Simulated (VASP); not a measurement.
Input of a VASP 6.6.1 run:

File INCAR:

```
PREC     = Accurate       # precision mode
ENCUT    = 520            # plane-wave cutoff, eV
EDIFF    = 1E-6           # SCF threshold, eV
ISMEAR   = 0              # smearing method
SIGMA    = 0.01           # smearing width, eV
LREAL    = F              # projectors in reciprocal space
LASPH    = T              # aspherical terms in the spheres
NELM     = 150            # most SCF steps
ALGO     = Normal         # electronic algorithm
ISIF     = 2              # what is computed and relaxed
LWAVE    = F              # write WAVECAR
LCHARG   = F              # write CHGCAR
MAGMOM   = 0 0 0 0 0 0 0 0 0 0 0 0 0 0 0 0 0 0 0 0 0 # initial moments
LORBIT   = 11             # projections on sites
LSORBIT  = T              # spin-orbit coupling
GGA_COMPAT= F            
LORBMOM  = T            
LMAXMIX  = 4              # l up to which the mixer works
GGA      = PE             # functional
NBANDS   = 43             # bands
```

File KPOINTS:

```
Automatic mesh
0
Gamma
  1 1 1
```

File POSCAR:

```
H4PtS2
1.0
   10.3900000000      0.0000000000      0.0000000000
    0.0000000000     11.6800000000      0.0000000000
    0.0000000000      0.0000000000     14.4100000000
Pt S H
1 2 4
Direct
    0.5437362800      0.4999143800      0.5000124900
    0.5564427300      0.5022149000      0.6550999300
    0.5564427300      0.4976130100      0.3449250500
    0.5670442700      0.6145539400      0.6802428900
    0.4331087600      0.4976215800      0.6877418500
    0.5670442700      0.3852739700      0.3197821000
    0.4331087600      0.5022063400      0.3122831400
```

Potentials or basis: VASP PAW PBE potentials, release 64 (Pt, S, H).

Launch:

```sh
$ cat potpaw_PBE.64/Pt/POTCAR potpaw_PBE.64/S/POTCAR potpaw_PBE.64/H/POTCAR > POTCAR
$ mpirun -np 1 vasp_ncl > vasp.out
```

Problem. Estimate the net moment.

Solution. 0.00 μB per cell.

Problem. Predict the largest force.

Solution. 0.501 eV/Å.

Forces on the atoms (eV/Å):
```
Pt   0.018  0.000  0.000
S    0.004 -0.014 -0.501
S    0.004  0.014  0.501
H   -0.032 -0.037 -0.022
H    0.019  0.033 -0.023
H   -0.032  0.037  0.022
H    0.019 -0.033  0.023
```
